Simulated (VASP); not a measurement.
CoSi2: single point with PBE

CoSi2:

```
Co Si
1.0
     0.00000    2.67800    2.67800
     2.67800    0.00000    2.67800
     2.67800    2.67800    0.00000
Co Si
1 2
Direct
  0.00472 0.99541 0.00440
  0.74995 0.74736 0.75488
  0.25666 0.24643 0.25346
```

This cell differs from its parent crystal: atoms moved at random.

* Program: VASP 6.6.1
* Task: single point
* Functional: PBE
* Potentials or basis: VASP PAW PBE potentials, release 64 (Co, Si)
* Cutoff: 520 eV
* k mesh: 9 × 9 × 9
* Occupations: fermi-dirac, width 0.05 eV
* Spin: collinear spin, ferromagnetic start
* Starting moments: [2.0, 0.0, 0.0] μB

```json
{"Pressure": "0.3 GPa", "Largest force": "0.150 eV/Å", "Net moment": "0.00 μB per cell", "Valence electrons inside the program's atomic spheres": "Co 8.86; Si 1.59"}
```

Forces in eV/Å, atoms in the order of the input:
```
Co   0.041 -0.052  0.001
Si  -0.057  0.107  0.088
Si   0.017 -0.055 -0.089
```

Stress tensor (GPa, compression positive):
```
 0.32 -0.59 -0.54
-0.59  0.33  0.25
-0.54  0.25  0.33
```

Levels at points of the mesh, in eV from the Fermi level:
Spin up:
```csv
k point,band 6,band 7,band 8,band 9,band 10,band 11,band 12,band 13
"(0.00, 0.00, 0.00)",-1.87,0.79,3.42,3.43,3.44,3.45,3.50,3.52
```
Spin down:
| k point | band 5 | band 6 | band 7 | band 8 | band 9 | band 10 | band 11 | band 12 | band 13 | band 14 |
| --- | --- | --- | --- | --- | --- | --- | --- | --- | --- | --- |
| (0.00, 0.00, 0.00) | -1.87 | -1.87 | 0.79 | 3.42 | 3.43 | 3.44 | 3.45 | 3.50 | 3.52 | 5.66 |

Wall time 4.3 min on 1 thread of Intel(R) Xeon(R) 6975P-C (Granite Rapids), on a shared host, peak memory 0.48 GiB.

Caveat: the cell differs from its parent crystal (atoms moved at random); the moments typed at the start vanished in this run.
